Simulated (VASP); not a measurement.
# Zn6InO8 (a cell with a defect) in VASP: notebook

Zn6InO8 (a cell with a defect) is run at these levels: PBE; tasks: single point.

Program: VASP 6.6.1. These are calculated values, not measurements. Logs are shortened: lines on timing, memory, paths and dates and some standing lists are left out, and cuts for length are marked.

**1. The cell of the first run**

The cell holds a defect, 15 atoms: a = 6.499 Å, b = 5.628 Å, c = 5.204 Å, α = 90.00°, β = 90.00°, γ = 90.00°.

**2. Single point, PBE**

Input file INCAR:

```
PREC = Accurate ; ENCUT = 520
EDIFF = 1E-7 ; ISMEAR = -1
SIGMA = 0.05 ; LREAL = Auto
LASPH = True ; NELM = 80
ALGO = Normal ; ISIF = 2
LWAVE = False ; LCHARG = True
GGA = PE ; LELF = True
LVHAR = True ; NBANDS = 80
NELECT = 132.0
```

Input file KPOINTS:

```
Automatic mesh
0
Gamma
  2 2 2
```

Input file POSCAR:

```
Zn6InO8
1.0
   -3.2494000000     -5.6281260000      0.0000000000
    4.8741000000     -2.8140630000      0.0000000000
    0.0000000000      0.0000000000      5.2038000000
Zn O In
6 8 1
Direct
    0.5105649479      0.3344313924     -0.0007494207
    0.5015064095      0.6699240224      0.5055310937
    0.2655691876      0.8322437058      0.0035510494
    0.2575750055      0.1728753180      0.5068021925
    0.0017088580      0.3198691096     -0.0015570819
    0.7402165156      0.1607977024      0.5016611375
    0.4992525038      0.3408955947      0.3755918451
    0.4872829549      0.6507109833      0.8707612889
    0.2544573391      0.8413760642      0.3825741552
    0.2587093305      0.1621444853      0.8866468439
   -0.0006251108      0.3192876739      0.3812066726
    0.0259068206      0.6516548341      0.9022515269
    0.7300383582      0.8439689874      0.3753594957
    0.7526669151      0.1916323742      0.8672406563
   -0.0157110355      0.6734268524      0.5076453449
```

Potentials or basis: VASP PAW PBE potentials, release 64 (Zn, O, In_d).

Command:

```console
> cat potpaw_PBE.64/Zn/POTCAR potpaw_PBE.64/O/POTCAR potpaw_PBE.64/In_d/POTCAR > POTCAR
> mpirun -np 1 vasp_std > vasp.out
```

OUTCAR:

```text
PREC = Accurate
   ENCUT = 520
   EDIFF = 1E-7
   ISMEAR = -1
   LREAL = Auto
   LASPH = True
   NELM = 80
   ISIF = 2
   GGA = PE
   NELECT = 132.0

 ion  position               nearest neighbor table
   1  0.511  0.334  0.999-  14 1.90   8 1.91   7 1.96  10 1.99
   2  0.502  0.670  0.506-  13 1.90   8 1.91   7 1.97   9 1.98  15 3.14  15 3.36
   3  0.266  0.832  0.004-   8 1.90  12 1.93  10 1.95   9 1.97  15 3.29  15 3.32
   4  0.258  0.173  0.507-   7 1.96   9 1.97  10 1.98  11 1.98  15 3.33  15 3.33
   5  0.002  0.320  0.998-  14 1.90  12 1.94  10 1.98  11 1.99  15 3.24  15 3.32
   6  0.740  0.161  0.502-  13 1.90  14 1.91   7 1.98  11 2.01  15 3.17  15 3.29
   7  0.499  0.341  0.376-   4 1.96   1 1.96   2 1.97   6 1.98
   8  0.487  0.651  0.871-   3 1.90   2 1.91   1 1.91
   9  0.254  0.841  0.383-   3 1.97   4 1.97   2 1.98  15 2.10
  10  0.259  0.162  0.887-   3 1.95   4 1.98   5 1.98   1 1.99
  11  0.999  0.319  0.381-   4 1.98   5 1.99   6 2.01  15 2.10
  12  0.026  0.652  0.902-   3 1.93   5 1.94  15 2.07
  13  0.730  0.844  0.375-   6 1.90   2 1.90  15 2.03
  14  0.753  0.192  0.867-   1 1.90   5 1.90   6 1.91
  15  0.984  0.673  0.508-  13 2.03  12 2.07   9 2.10  11 2.10   2 3.14   6 3.17   5 3.24   3 3.29
                             6 3.29   5 3.32   3 3.32   4 3.33   4 3.33   2 3.36

  LATTYP: Found a simple orthorhombic cell.
 ALAT       =     5.2038000000
 B/A-ratio  =     1.0815415505
 C/A-ratio  =     1.2488566224

  Lattice vectors:

 A1 = (   0.0000000000,   0.0000000000,  -5.2038000000)
 A2 = (   4.8741000000,  -2.8140630000,   0.0000000000)
 A3 = (  -3.2494000000,  -5.6281260000,   0.0000000000)

Analysis of symmetry for initial positions (statically):
=====================================================================
 Subroutine PRICEL returns:
 Original cell was already a primitive cell.

 Routine SETGRP: Setting up the symmetry group for a
 simple orthorhombic supercell.

 Subroutine GETGRP returns: Found  1 space group operations
 (whereof  1 operations were pure point group operations)
 out of a pool of  8 trial point group operations.

The static configuration has the point symmetry C_1 .

Analysis of symmetry for dynamics (positions and initial velocities):
=====================================================================
 Subroutine PRICEL returns:
 Original cell was already a primitive cell.

 Routine SETGRP: Setting up the symmetry group for a
 simple orthorhombic supercell.

 Subroutine GETGRP returns: Found  1 space group operations
 (whereof  1 operations were pure point group operations)
 out of a pool of  8 trial point group operations.

The dynamic configuration has the point symmetry C_1 .

 Subroutine INISYM returns: Found  1 space group operations
 (whereof  1 operations are pure point group operations),
 and found     1 'primitive' translations

----------------------------------------------------------------------------------------

                                     Primitive cell

  volume of cell :     190.3345

  direct lattice vectors                    reciprocal lattice vectors
    -3.249400000 -5.628126000  0.000000000    -0.076937281 -0.133259277  0.000000000
     4.874100000 -2.814063000  0.000000000     0.153874561 -0.088839518  0.000000000
     0.000000000  0.000000000  5.203800000     0.000000000  0.000000000  0.192167262

  length of vectors
     6.498800092  5.628125921  5.203800000     0.153874559  0.177679038  0.192167262

  position of ions in fractional coordinates (direct lattice)
     0.510564948  0.334431392  0.999250579
     0.501506410  0.669924022  0.505531094
     0.265569188  0.832243706  0.003551049
     0.257575006  0.172875318  0.506802192
     0.001708858  0.319869110  0.998442918
     0.740216516  0.160797702  0.501661138
     0.499252504  0.340895595  0.375591845
[... 28 lines left out ...]

 KPOINTS: Automatic mesh

Automatic generation of k-mesh.
 Grid dimensions read from file:
 generate k-points for:    2    2    2

 Generating k-lattice:

  Cartesian coordinates                     Fractional coordinates (reciprocal lattice)
    -0.038468640 -0.066629638  0.000000000     0.500000000  0.000000000  0.000000000
     0.076937281 -0.044419759  0.000000000     0.000000000  0.500000000  0.000000000
     0.000000000  0.000000000  0.096083631     0.000000000  0.000000000  0.500000000

  Length of vectors
     0.076937280  0.088839519  0.096083631

  Shift w.r.t. Gamma in fractional coordinates (k-lattice)
     0.000000000  0.000000000  0.000000000

 Subroutine IBZKPT returns following result:
 ===========================================

 Found      8 irreducible k-points:

 Following reciprocal coordinates:
            Coordinates               Weight
  0.000000  0.000000  0.000000      1.000000
  0.500000 -0.000000  0.000000      1.000000
 -0.000000  0.500000  0.000000      1.000000
  0.500000  0.500000  0.000000      1.000000
  0.000000  0.000000  0.500000      1.000000
  0.500000 -0.000000  0.500000      1.000000
 -0.000000  0.500000  0.500000      1.000000
  0.500000  0.500000  0.500000      1.000000
   k-points           NKPTS =      8   k-points in BZ     NKDIM =      8   number of bands    NBANDS=     80
   number of dos      NEDOS =    301   number of ions     NIONS =     15
   total plane-waves  NPLWV =  80640
   dimension x,y,z NGX =    48 NGY =   42 NGZ =   40
   dimension x,y,z NGXF=    96 NGYF=   84 NGZF=   80
   ions per type =               6   8   1
   NGX,Y,Z   is equivalent  to a cutoff of  12.28, 12.41, 12.78 a.u.
   NGXF,Y,Z  is equivalent  to a cutoff of  24.56, 24.81, 25.56 a.u.
 SYSTEM =  unknown system
   PREC   = accura    normal or accurate (medium, high low for compatibility)
   ISTART =      0    job   : 0-new  1-cont  2-samecut
   ICHARG =      2    charge: 1-file 2-atom 10-const
   ISPIN  =      1    spin polarized calculation?
   LNONCOLLINEAR =      F non collinear calculations
   LSORBIT =      F    spin-orbit coupling
   LASPH  =      T    aspherical Exc in radial PAW
   ENCUT  =  520.0 eV  38.22 Ry    6.18 a.u.  12.08 10.46  9.68*2*pi/ulx,y,z
   NELM   =     80;   NELMIN=  2; NELMDL= -5     # of ELM steps
   EDIFF  = 0.1E-06   stopping-criterion for ELM
   LREAL  =      T    real-space projection
   EDIFFG = 0.1E-05   stopping-criterion for IOM
   NSW    =      0    number of steps for IOM
   IBRION =     -1    ionic relax: 0-MD 1-quasi-New 2-CG
   NFREE  =      0    steps in history (QN), initial steepest desc. (CG)
   ISIF   =      2    stress and relaxation
   ISYM   =      2    0-nonsym 1-usesym 2-fastsym
   POTIM  = 0.5000    time-step for ionic-motion
   TEBEG  =    0.0;   TEEND  =   0.0 temperature during run
   PSTRESS=    0.0 pullay stress
   NELECT =     132.0000    total number of electrons
   NUPDOWN=      -1.0000    fix difference up-down
   EMIN   =  10.00;   EMAX   =-10.00  energy-range for DOS
   EFERMI =   0.00;   METHOD = LEGACY
   ISMEAR =    -1;   SIGMA  =   0.05  broadening in eV -4-tet -1-fermi 0-gaus
   EFERMI_NEDOS =   21; number of points for ismear=-14 and -15
   IALGO  =     38    algorithm
   IMIX   =      4    mixing-type and parameters
     AMIX     =   0.40;   BMIX     =  1.00
     AMIX_MAG =   1.60;   BMIX_MAG =  1.00
  volume/ion in A,a.u.               =      12.69        85.63
  Fermi-wavevector in a.u.,A,eV,Ry     =   1.449084  2.738372 28.570125  2.099845
  Thomas-Fermi vector in A             =   2.566851
   LORBIT       =      0    0 simple, 1 ext, 2 COOP (PROOUT), +10 PAW based schemes
   GGA     = PE    functional components
   LHFCALC =     F    Hartree Fock is set to
   AEXX    =    0.0000 exact exchange contribution
   IVDW    =     0    specifies the selected vdW correction
   LEPSILON=     F    determine dielectric tensor
   LRPA    =     F    only Hartree local field effects (RPA)
 non-spin polarized calculation
  energy-cutoff  :      520.00
  volume of cell :      190.33
 maximum number of plane-waves:      5148
   NGX = 25   NGY = 21   NGZ = 19

 number of electron     132.0000022 magnetization

 Free energy of the ion-electron system (eV)
  ---------------------------------------------------
  ext. energy  EPLUGINS =         0.00000000
  ---------------------------------------------------
  free energy    TOTEN  =       -68.74676864 eV

  energy without entropy =      -68.68064829  energy(sigma->0) =      -68.71370847

 E-fermi :   1.0393     XC(G=0): -10.4475

 val. band max:        0.9393647965   @ k =  -0.0000   0.5000   0.0000
 cond. band min:       1.0476415597   @ k =   0.5000   0.5000   0.0000
 fundamental gap:      0.1082767631
 Fermi energy:         1.0393219747

 k-point     1 :       0.0000    0.0000    0.0000
  band No.  band energies     occupation
      1     -16.7957      2.00000
      2     -16.3527      2.00000
      3     -16.2003      2.00000
      4     -16.1366      2.00000
      5     -15.9784      2.00000
      6     -15.8320      2.00000
[... 637 lines left out ...]
     77      10.4125      0.00000
     78      10.4813      0.00000
 [bands above 78 left out]

------------------------ aborting loop because EDIFF is reached ----------------------------------------

  FORCE on cell =-STRESS in cart. coord.  units (eV):
  Direction    XX          YY          ZZ          XY          YZ          ZX
  --------------------------------------------------------------------------------------
  -------------------------------------------------------------------------------------
  Total        1.1362600      0.6836835      0.1748353      0.0959543      0.0778204      0.0493225
  in kB        9.5646858      5.7550368      1.4717095      0.8077136      0.6550685      0.4151813
  external PRESSURE =       5.5971440 kB  Pullay stress =       0.0000000 kB

 VOLUME and BASIS-vectors are now :
 -----------------------------------------------------------------------------
  energy-cutoff  :      520.00
  volume of cell :      190.33
      direct lattice vectors                 reciprocal lattice vectors
    -3.249400000 -5.628126000  0.000000000    -0.076937281 -0.133259277  0.000000000
     4.874100000 -2.814063000  0.000000000     0.153874561 -0.088839518  0.000000000
     0.000000000  0.000000000  5.203800000     0.000000000  0.000000000  0.192167262

 POSITION                                       TOTAL-FORCE (eV/Angst)
 -----------------------------------------------------------------------------------
     -0.02898     -3.81463      5.19990        -0.007863      0.028318      0.020148
      1.63568     -4.70775      2.63068        -0.001931      0.020692     -0.021441
      3.19350     -3.83664      0.01848         0.029030     -0.011087      0.025994
      0.00565     -1.93615      2.63730         0.002760      0.003125      0.002545
      1.55352     -0.90975      5.19570        -0.020135     -0.009184      0.020032
     -1.62152     -4.61853      2.61054         0.017896     -0.014925     -0.021331
      0.03929     -3.76916      1.95450         0.001892     -0.004318      0.004002
      1.58825     -4.57363      4.53127        -0.002114     -0.055515      0.021850
      3.27412     -3.79980      1.99084        -0.002432      0.019643      0.007686
     -0.05034     -1.91233      4.61393         0.006824     -0.005568     -0.001762
     -1.69113     -6.52310      1.98372         0.012358     -0.000851      0.005676
      3.09205     -1.97960      4.69514         0.039931      0.020787      0.001327
      1.74140     -6.48373      1.95330        -0.028165     -0.019134     -0.065637
     -1.51168     -4.77537      4.51295        -0.051418      0.020974      0.016715
      0.08400     -7.43477      2.64168         0.003368      0.007043     -0.015803
 -----------------------------------------------------------------------------------
    total drift:                                0.001097     -0.006784      0.009108

  FREE ENERGIE OF THE ION-ELECTRON SYSTEM (eV)
  ---------------------------------------------------
  free  energy   TOTEN  =       -68.7467686448 eV

  energy  without entropy=      -68.6806482870  energy(sigma->0) =      -68.71370847
```

It took 7.5 min on 1 thread of Intel Xeon 8259CL, shared host; peak memory 0.31 GiB.

What came out:

* Free energy: -68.7468 eV
* Largest force: 0.074 eV/Å

Forces on the atoms (eV/Å):
```
Zn  -0.008  0.028  0.020
Zn  -0.002  0.021 -0.021
Zn   0.029 -0.011  0.026
Zn   0.003  0.003  0.003
Zn  -0.020 -0.009  0.020
Zn   0.018 -0.015 -0.021
O    0.002 -0.004  0.004
O   -0.002 -0.056  0.022
O   -0.002  0.020  0.008
O    0.007 -0.006 -0.002
O    0.012 -0.001  0.006
O    0.040  0.021  0.001
O   -0.028 -0.019 -0.066
O   -0.051  0.021  0.017
In   0.003  0.007 -0.016
```

Caveat: the k points lie up to 0.60 Å⁻¹ apart; the cell carries a net charge on a neutralising background, which shifts energy and pressure; the cell is charged against a uniform background, so pressure and absolute levels hang on convention; spin-orbit coupling is left out, which moves the levels of the heavy elements.

**3. Single point, PBE**

Input file INCAR:

```
ALGO = Normal
EDIFF = 1E-6
ENCUT = 520
GGA = PE
ISIF = 2
ISMEAR = -1
LASPH = T
LCHARG = T
LELF = T
LREAL = Auto
LVHAR = T
LWAVE = F
NBANDS = 80
NELECT = 132.0
NELM = 60
PREC = Accurate
SIGMA = 0.05
```

Input file KPOINTS:

```
k-points
0
Gamma
  2 2 2
```

Input file POSCAR:

```
Zn6InO8
1.0
   -3.2494000000     -5.6281260000      0.0000000000
    4.8741000000     -2.8140630000      0.0000000000
    0.0000000000      0.0000000000      5.2038000000
Zn O In
6 8 1
Direct
    0.4933575280      0.3272607446      0.0064149430
    0.4862842865      0.6677578117      0.5027010772
    0.2493286955      0.8298562946      0.0054966323
    0.2409431280      0.1652092162      0.4992918349
    0.0110405923      0.3390485526      0.0023855811
    0.7497597318      0.1800185400      0.4987525394
    0.4928122874      0.3376438183      0.3864475266
    0.4963806812      0.6586516615      0.8819939156
    0.2641415798      0.8489157199      0.3706899168
    0.2517075369      0.1589524368      0.8756571966
   -0.0011972194      0.3084491289      0.3679150065
    0.0208632190      0.6558105337      0.8756376186
    0.7263304451      0.8480950273      0.4021325093
    0.7518095417      0.1810238010      0.8814375060
   -0.2335621338      0.8266399629      0.0070461962
```

Potentials or basis: VASP PAW PBE potentials, release 64 (Zn, O, In_d).

Command:

```console
> cat potpaw_PBE.64/Zn/POTCAR potpaw_PBE.64/O/POTCAR potpaw_PBE.64/In_d/POTCAR > POTCAR
> mpirun -np 1 vasp_std > vasp.out
```

It took 7.2 min on 1 thread of Intel Xeon 8259CL, shared host; peak memory 0.31 GiB.

The run converged. Its results:

```yaml
Free_energy: -68.7466 eV
Largest_force: 0.074 eV/Å
```

Forces in eV/Å, atoms in the order of the input:
```
Zn  -0.008 -0.004  0.011
Zn  -0.035  0.012  0.037
Zn   0.003 -0.025 -0.024
Zn   0.010 -0.030  0.019
Zn  -0.008  0.014 -0.027
Zn   0.019  0.013  0.009
O   -0.007  0.012 -0.002
O    0.002 -0.027  0.011
O    0.014  0.052  0.018
O   -0.007  0.002  0.006
O    0.049 -0.025  0.011
O    0.025  0.020 -0.067
O   -0.030 -0.007  0.001
O   -0.020  0.007  0.003
In  -0.007 -0.014 -0.007
```

Levels at points of the mesh, in eV from the Fermi level:
```csv
k point,band 62,band 63,band 64,band 65,band 66,band 67,band 68,band 69,band 70,band 71
"(0.00, 0.00, 0.00)",-0.62,-0.51,-0.33,0.22,0.27,0.28,1.49,5.34,6.26,6.58
"(0.50, 0.00, 0.00)",-0.85,-0.38,-0.23,-0.12,0.04,0.09,3.05,3.79,6.57,7.42
"(0.00, 0.50, 0.00)",-0.47,-0.43,-0.18,-0.16,-0.10,0.06,3.47,3.90,6.11,6.61
"(0.50, 0.50, 0.00)",-0.55,-0.51,-0.40,-0.31,-0.25,0.01,4.00,4.85,5.11,5.51
"(0.00, 0.00, 0.50)",-0.78,-0.48,-0.28,-0.27,0.06,0.09,3.43,4.69,5.98,6.18
"(0.50, 0.00, 0.50)",-0.82,-0.73,-0.54,-0.32,-0.22,-0.10,4.17,5.09,5.43,6.17
"(0.00, 0.50, 0.50)",-0.77,-0.71,-0.71,-0.54,-0.27,-0.13,4.35,5.08,5.69,5.86
"(0.50, 0.50, 0.50)",-1.02,-0.92,-0.75,-0.52,-0.26,-0.19,4.68,5.60,5.89,6.12
```

Caveat: the k points lie up to 0.60 Å⁻¹ apart; the cell carries a net charge on a neutralising background, which shifts energy and pressure; the cell is charged against a uniform background, so pressure and absolute levels hang on convention; spin-orbit coupling is left out, which moves the levels of the heavy elements.

**4. Single point, PBE**

Input file INCAR:

```
SYSTEM = Zn6InO8
PREC     = Accurate       ! precision mode
ENCUT    = 520            ! plane-wave cutoff, eV
EDIFF    = 1E-7           ! SCF threshold, eV
ISMEAR   = -1             ! smearing method
SIGMA    = 0.05           ! smearing width, eV
LREAL    = Auto         
LASPH    = .TRUE.         ! aspherical terms in the spheres
NELM     = 80             ! most SCF steps
ALGO     = Normal         ! electronic algorithm
ISIF     = 2              ! what is computed and relaxed
LWAVE    = .FALSE.        ! write WAVECAR
LCHARG   = .FALSE.        ! write CHGCAR
GGA      = PE             ! functional
NELECT   = 132.0        
NBANDS   = 80             ! bands
```

Input file KPOINTS:

```
regular mesh
0
G
  2 2 2
  0 0 0
```

Input file POSCAR:

```
Zn6InO8
1.0
   -3.2494000000     -5.6281260000      0.0000000000
    4.8741000000     -2.8140630000      0.0000000000
    0.0000000000      0.0000000000      5.2038000000
Zn O In
6 8 1
Direct
    0.5105649895      0.3344313570     -0.0007494523
    0.5015064347      0.6699240904      0.5055311503
    0.2655691421      0.8322437723      0.0035510588
    0.2575750840      0.1728752955      0.5068021446
    0.0017089457      0.3198691139     -0.0015571313
    0.7402165223      0.1607978021      0.5016610938
    0.4992525570      0.3408956030      0.3755918752
    0.4872830253      0.6507109954      0.8707613667
    0.2544573407      0.8413759838      0.3825740805
    0.2587094223      0.1621444773      0.8866468734
   -0.0006251457      0.3192875919      0.3812066182
    0.0259068885      0.6516548375      0.9022516238
    0.7300383587      0.8439690697      0.3753595449
    0.7526669777      0.1916323172      0.8672406703
   -0.0157110023      0.6734268212      0.5076453745
```

Command:

```console
> cat potpaw_PBE.64/Zn/POTCAR potpaw_PBE.64/O/POTCAR potpaw_PBE.64/In_d/POTCAR > POTCAR
> mpirun -np 1 vasp_std > vasp.out
```

Run time: 7.9 min. Hardware: 1 thread of Intel Xeon 8259CL, shared host; peak memory 0.31 GiB.

Results (log left out):

```
Free energy   : -68.7468 eV
Largest force : 0.074 eV/Å
```

Forces on the atoms (eV/Å):
```
Zn  -0.008  0.028  0.020
Zn  -0.002  0.021 -0.021
Zn   0.029 -0.011  0.026
Zn   0.003  0.003  0.003
Zn  -0.020 -0.009  0.020
Zn   0.018 -0.015 -0.021
O    0.002 -0.004  0.004
O   -0.002 -0.056  0.022
O   -0.002  0.020  0.008
O    0.007 -0.006 -0.002
O    0.012 -0.001  0.006
O    0.040  0.021  0.001
O   -0.028 -0.019 -0.066
O   -0.051  0.021  0.017
In   0.003  0.007 -0.016
```

Levels at points of the mesh, in eV from the Fermi level:
| k point | band 64 | band 65 | band 66 | band 67 | band 68 | band 69 |
| --- | --- | --- | --- | --- | --- | --- |
| (0.00, 0.00, 0.00) | -0.33 | 0.22 | 0.27 | 0.28 | 1.49 | 5.34 |
| (0.50, 0.00, 0.00) | -0.23 | -0.12 | 0.04 | 0.09 | 3.06 | 3.79 |
| (0.00, 0.50, 0.00) | -0.18 | -0.16 | -0.10 | 0.06 | 3.48 | 3.90 |
| (0.50, 0.50, 0.00) | -0.40 | -0.31 | -0.25 | 0.01 | 4.01 | 4.85 |
| (0.00, 0.00, 0.50) | -0.28 | -0.27 | 0.06 | 0.09 | 3.43 | 4.70 |
| (0.50, 0.00, 0.50) | -0.54 | -0.32 | -0.23 | -0.10 | 4.17 | 5.09 |
| (0.00, 0.50, 0.50) | -0.71 | -0.54 | -0.27 | -0.12 | 4.35 | 5.08 |
| (0.50, 0.50, 0.50) | -0.75 | -0.52 | -0.26 | -0.19 | 4.68 | 5.60 |

Caveat: the k points lie up to 0.60 Å⁻¹ apart; the cell carries a net charge on a neutralising background, which shifts energy and pressure; the cell is charged against a uniform background, so pressure and absolute levels hang on convention; spin-orbit coupling is left out, which moves the levels of the heavy elements.
